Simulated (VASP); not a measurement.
Runs of VASP 6.6.1 on BaTiO3. It takes space group Amm2 (No. 38, orthorhombic). Conventional cell: a = 3.986 Å, b = 5.674 Å, c = 5.690 Å, α = 90.00°, β = 90.00°, γ = 90.00°. Ba (site symmetry mm2) has 12 O at 2.77 to 2.92 Å and 8 Ti at 3.42 to 3.53 Å within 3.7 Å. Within 2.6 Å of Ti (site symmetry mm2) lie 6 O at 1.93 to 2.09 Å. Within 2.6 Å of O (site symmetry mm2) lie 2 Ti at 2.00 Å. O (site symmetry m) has 2 Ti at 1.93 to 2.09 Å within 2.6 Å. 

```tsv
level	U	gap on the mesh (eV)	pressure (GPa)	largest force (eV/Å)
PBEsol+U	Ti d U = 1.5 eV	1.95	-0.9	0.21
PBEsol+U	Ti d U = 4.5 eV	(c)	1.6	0.44
PBEsol	-	1.79	(b)	0.31
PBEsol+U	Ti d U = 3.0 eV	2.13	0.4	0.21
PBEsol+U	Ti d U = 6.0 eV	2.51	(a)	0.67
```

Alike in all rows: task single point; potentials or basis VASP PAW PBE potentials, release 64 (Ba_sv, Ti_sv, O); no spin polarisation; cell as given; k mesh 4 × 4 × 4; cutoff (eV) 520; smearing gaussian 0.01 eV.

**Question.** Estimate the missing entries.

**Answer.** (a) 2.9; (b) -2.1; (c) 2.31.

Caveats: the PAW data sets were made with another functional, which shifts forces and pressure a little; spin-orbit coupling is left out, which moves the levels of the heavy elements.

A k mesh can miss the band edges, and the runs leave out spin-orbit coupling on Ba.
